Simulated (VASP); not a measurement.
# NaH (Pm-3m) in VASP: settings compared, part 2 of 2

VASP 6.6.1. Earlier steps stand in the parts before.

**4. Single point, PBEsol**

Contents of INCAR:

```
SYSTEM = NaH
PREC = Accurate
ENCUT = 520
EDIFF = 1E-7
ISMEAR = 0
SIGMA = 0.05
LREAL = .False.
LASPH = .True.
NELM = 100
ALGO = Normal
ISIF = 2
LWAVE = .False.
LCHARG = .False.
GGA = PS
NBANDS = 11
```

Contents of KPOINTS:

```
regular mesh
0
Gamma
  9 9 9
  0 0 0
```

Contents of POSCAR:

```
NaH
1.0
    2.9551240000      0.0000000000      0.0000000000
    0.0000000000      2.9551240000      0.0000000000
    0.0000000000      0.0000000000      2.9551240000
Na H
1 1
Direct
    0.0000000000      0.0000000000      0.0000000000
    0.5000000000      0.5000000000      0.5000000000
```

Potentials or basis: VASP PAW PBE potentials, release 64 (Na_pv, H).

Run with:

```
cat potpaw_PBE.64/Na_pv/POTCAR potpaw_PBE.64/H/POTCAR > POTCAR
mpirun -np 1 vasp_std > vasp.out
```

OUTCAR:

```text
SYSTEM = NaH
   PREC = Accurate
   ENCUT = 520
   EDIFF = 1E-7
   ISMEAR = 0
   LREAL = .False.
   LASPH = .True.
   NELM = 100
   ISIF = 2
   GGA = PS

 ion  position               nearest neighbor table
   1  0.000  0.000  0.000-
   2  0.500  0.500  0.500-

  LATTYP: Found a simple cubic cell.
 ALAT       =     2.9551240000

  Lattice vectors:

 A1 = (   2.9551240000,   0.0000000000,   0.0000000000)
 A2 = (   0.0000000000,   2.9551240000,   0.0000000000)
 A3 = (   0.0000000000,   0.0000000000,   2.9551240000)

Analysis of symmetry for initial positions (statically):
=====================================================================
 Subroutine PRICEL returns:
 Original cell was already a primitive cell.

 Routine SETGRP: Setting up the symmetry group for a
 simple cubic supercell.

 Subroutine GETGRP returns: Found 48 space group operations
 (whereof 48 operations were pure point group operations)
 out of a pool of 48 trial point group operations.

The static configuration has the point symmetry O_h .

Analysis of symmetry for dynamics (positions and initial velocities):
=====================================================================
 Subroutine PRICEL returns:
 Original cell was already a primitive cell.

 Routine SETGRP: Setting up the symmetry group for a
 simple cubic supercell.

 Subroutine GETGRP returns: Found 48 space group operations
 (whereof 48 operations were pure point group operations)
 out of a pool of 48 trial point group operations.

The dynamic configuration has the point symmetry O_h .

 Subroutine INISYM returns: Found 48 space group operations
 (whereof 48 operations are pure point group operations),
 and found     1 'primitive' translations

----------------------------------------------------------------------------------------

[... 116 lines left out ...]
   LORBIT       =      0    0 simple, 1 ext, 2 COOP (PROOUT), +10 PAW based schemes
   GGA     = PS    functional components
   LHFCALC =     F    Hartree Fock is set to
   AEXX    =    0.0000 exact exchange contribution
   IVDW    =     0    specifies the selected vdW correction
   LEPSILON=     F    determine dielectric tensor
   LRPA    =     F    only Hartree local field effects (RPA)
 non-spin polarized calculation
 Gauss-broadening in eV      SIGMA  =   0.05
  energy-cutoff  :      520.00
  volume of cell :       25.81
 maximum number of plane-waves:       739
 NGX is ok and might be reduce to    24
   NGX = 11   NGY = 11   NGZ = 11

 number of electron       8.0000007 magnetization

 Free energy of the ion-electron system (eV)
  ---------------------------------------------------
  ext. energy  EPLUGINS =         0.00000000
  ---------------------------------------------------
  free energy    TOTEN  =        -4.78854166 eV

  energy without entropy =       -4.78854166  energy(sigma->0) =       -4.78854166

 E-fermi :   1.4760     XC(G=0):  -8.2601

 val. band max:        1.1278203260   @ k =   0.4444   0.4444   0.4444
 cond. band min:       2.4164348290   @ k =   0.4444   0.0000   0.0000
 fundamental gap:      1.2886145031
 Fermi energy:         1.4760254918

 k-point     1 :       0.0000    0.0000    0.0000
  band No.  band energies     occupation
      1     -23.1184      2.00000
      2     -23.1184      2.00000
      3     -23.1184      2.00000
      4      -4.6995      2.00000
      5      10.0113      0.00000
      6      12.0742      0.00000
      7      12.0742      0.00000
      8      13.6668      0.00000
      9      13.6668      0.00000
     10      13.6668      0.00000
     11      26.9374      0.00000
[... 309 lines left out ...]
 k-point    24 :       0.4444    0.3333    0.1111
  band No.  band energies     occupation
      1     -23.2686      2.00000
      2     -23.2258      2.00000
      3     -23.1106      2.00000
      4      -0.9547      2.00000
      5       4.4156      0.00000
      6       6.8199      0.00000
      7      10.4383      0.00000
      8      13.2373      0.00000
      9      17.1352      0.00000
     10      18.4447      0.00000
     11      21.5462      0.00000

 [... further k-points ...]

------------------------ aborting loop because EDIFF is reached ----------------------------------------

  FORCE on cell =-STRESS in cart. coord.  units (eV):
  Direction    XX          YY          ZZ          XY          YZ          ZX
  --------------------------------------------------------------------------------------
  -------------------------------------------------------------------------------------
  Total       -0.0688768     -0.0688768     -0.0688768     -0.0000000      0.0000000     -0.0000000
  in kB       -4.2761826     -4.2761826     -4.2761826     -0.0000000      0.0000000     -0.0000000
  external PRESSURE =      -4.2761826 kB  Pullay stress =       0.0000000 kB

 VOLUME and BASIS-vectors are now :
 -----------------------------------------------------------------------------
  energy-cutoff  :      520.00
  volume of cell :       25.81
      direct lattice vectors                 reciprocal lattice vectors
     2.955124000  0.000000000  0.000000000     0.338395275  0.000000000  0.000000000
     0.000000000  2.955124000  0.000000000     0.000000000  0.338395275  0.000000000
     0.000000000  0.000000000  2.955124000     0.000000000  0.000000000  0.338395275

 POSITION                                       TOTAL-FORCE (eV/Angst)
 -----------------------------------------------------------------------------------
      0.00000      0.00000      0.00000         0.000000      0.000000      0.000000
      1.47756      1.47756      1.47756         0.000000      0.000000      0.000000
 -----------------------------------------------------------------------------------
    total drift:                                0.000000      0.000000      0.000000

  FREE ENERGIE OF THE ION-ELECTRON SYSTEM (eV)
  ---------------------------------------------------
  free  energy   TOTEN  =        -4.7885416580 eV

  energy  without entropy=       -4.7885416580  energy(sigma->0) =       -4.78854166
```

Run time: 11 s. Hardware: 1 thread of Intel Xeon 6975P-C, shared host; peak memory 0.13 GiB.

What came out:

| Item | Value |
| --- | --- |
| Free energy | -4.7885 eV |
| Pressure | -0.4 GPa |
| Band gap on the k mesh | 1.29 eV, indirect (least direct gap 4.70 eV) |

Levels at points of the mesh, in eV from the valence-band top:
```tsv
k point	band 2	band 3	band 4	band 5	band 6	band 7
(0.00, 0.00, 0.00)	-24.25	-24.25	-5.83	8.88	10.95	10.95
```

Caveat: the PAW data sets were made with another functional, which shifts forces and pressure a little.

**5. Single point, RPBE**

Contents of INCAR:

```
PREC     = Accurate       # precision mode
ENCUT    = 520            # plane-wave cutoff, eV
EDIFF    = 1E-7           # SCF threshold, eV
ISMEAR   = 0              # smearing method
SIGMA    = 0.05           # smearing width, eV
LREAL    = F              # projectors in reciprocal space
LASPH    = T              # aspherical terms in the spheres
NELM     = 60             # most SCF steps
ALGO     = Normal         # electronic algorithm
ISIF     = 2              # what is computed and relaxed
LWAVE    = F              # write WAVECAR
LCHARG   = F              # write CHGCAR
GGA      = RP             # functional
NBANDS   = 11             # bands
```

Contents of KPOINTS:

```
regular mesh
0
Gamma
  9 9 9
```

POSCAR is that of step 4.

Run with:

```
cat potpaw_PBE.64/Na_pv/POTCAR potpaw_PBE.64/H/POTCAR > POTCAR
mpirun -np 1 vasp_std > vasp.out
```

It took 12 s on 1 thread of Intel Xeon 6975P-C, shared host; peak memory 0.13 GiB.

It converged, with:

| Property | Result |
| --- | --- |
| Free energy | -4.6556 eV |
| Pressure | 1.6 GPa |
| Band gap on the k mesh | 1.74 eV, indirect (least direct gap 4.98 eV) |

Levels at points of the mesh, in eV from the valence-band top:
| k point | band 1 | band 2 | band 3 | band 4 | band 5 | band 6 | band 7 | band 8 |
| --- | --- | --- | --- | --- | --- | --- | --- | --- |
| (0.00, 0.00, 0.00) | -24.28 | -24.28 | -24.28 | -5.56 | 9.03 | 11.45 | 11.45 | 12.93 |

Caveat: the PAW data sets were made with another functional, which shifts forces and pressure a little. A hybrid or GW would open this gap; RPBE tends to underestimate it.

**6. The runs side by side**

```tsv
task	level	cell	cutoff (eV)	smearing	gap on the mesh (eV)	pressure (GPa)
relaxation of cell and atoms	PBE+D4	relaxed	600	fermi-dirac 0.05 eV	1.45	0.1
single point	PBE	as given	520	gaussian 0.02 eV	1.50	0.2
single point	PBEsol	as given	520	gaussian 0.05 eV	1.29	-0.4
single point	RPBE	as given	520	gaussian 0.05 eV	1.74	1.6
```

Alike in all rows: potentials or basis VASP PAW PBE potentials, release 64 (Na_pv, H); no spin polarisation; k mesh 9 × 9 × 9.

On the cell as given the gap runs from 1.29 eV (PBEsol) to 1.74 eV (RPBE). The pressure there spans -0.4 GPa (PBEsol) to 1.6 GPa (RPBE); a positive pressure means that this level wants a larger cell, a negative one a smaller.

Caveats: the PAW data sets were made with another functional, which shifts forces and pressure a little (some runs).

Total energies depend on the potentials used, so only differences within one code and one set of settings carry meaning.
